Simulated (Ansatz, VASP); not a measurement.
**Two plane-wave programs on Hf**

File INCAR:

```
SYSTEM = Hf
ALGO     = Normal         ! electronic algorithm
EDIFF    = 1E-7           ! SCF threshold, eV
ENCUT    = 520            ! plane-wave cutoff, eV
GGA      = RP             ! functional
ISIF     = 2              ! what is computed and relaxed
ISMEAR   = -1             ! smearing method
LASPH    = .TRUE.         ! aspherical terms in the spheres
LCHARG   = .TRUE.         ! write CHGCAR
LELF     = .TRUE.         ! ELF
LREAL    = .FALSE.        ! projectors in reciprocal space
LVHAR    = .TRUE.       
LWAVE    = .FALSE.        ! write WAVECAR
NBANDS   = 11             ! bands
NELM     = 60             ! most SCF steps
PREC     = Accurate       ! precision mode
SIGMA    = 0.1            ! smearing width, eV
```

Contents of KPOINTS:

```
k-points
0
G
  14 14 14
  0 0 0
```

POSCAR

```
Hf
1.0
   -1.8155049304      1.8155049304      1.8155049304
    1.8155049304     -1.8155049304      1.8155049304
    1.8155049304      1.8155049304     -1.8155049304
Hf
1
Direct
    0.0000000000      0.0000000000      0.0000000000
```

Input for Ansatz:

```yaml
crystal:
  lattice:
    - [-1.8155049304, 1.8155049304, 1.8155049304]
    - [1.8155049304, -1.8155049304, 1.8155049304]
    - [1.8155049304, 1.8155049304, -1.8155049304]
  atoms:
    - { symbol: Hf, position: [0.0, 0.0, 0.0] }
hamiltonian:
  xc: rpbe
  pseudopotentials:
    kind: paw
    azcp:
      Hf: "pseudopotentials/Hf.paw.azcp"
basis:
  ecutwfc: 420
  fft_grid_basis: typed
kpoints:
  mp_grid: { grid: [14, 14, 14], shift: [0, 0, 0] }
magnetization:
  spin_polarized: false
scf:
  occupations: { method: fermi_dirac, width: 0.1 }
  lower_state_search: "off"
output:
  stress: true
  write_density: true
  write_potential: true
  elf: true
  volumetric_format: npy
```

Alike in both runs: task single point; functional RPBE; k mesh 14 × 14 × 14; occupations fermi-dirac, width 0.1 eV; no spin polarisation.

```csv
,VASP,Ansatz
version,VASP 6.6.1,Ansatz 0.2.0
potentials or method,"VASP PAW PBE potentials, release 64 (Hf_pv), cutoff 520 eV","plane waves (420 eV) with PAW, scalar-relativistic"
valence electrons in the cell,10,26
```

|  | VASP | Ansatz | Ansatz less VASP |
| --- | --- | --- | --- |
| pressure (GPa) | -3.8 | -3.4 | +0.41 |

VASP's potentials were made for PBE, not for RPBE. VASP's potentials hold 10 valence electrons a cell and Ansatz's 26, so a difference there can come from the potentials and not from the codes.

Spin-orbit coupling is off throughout.
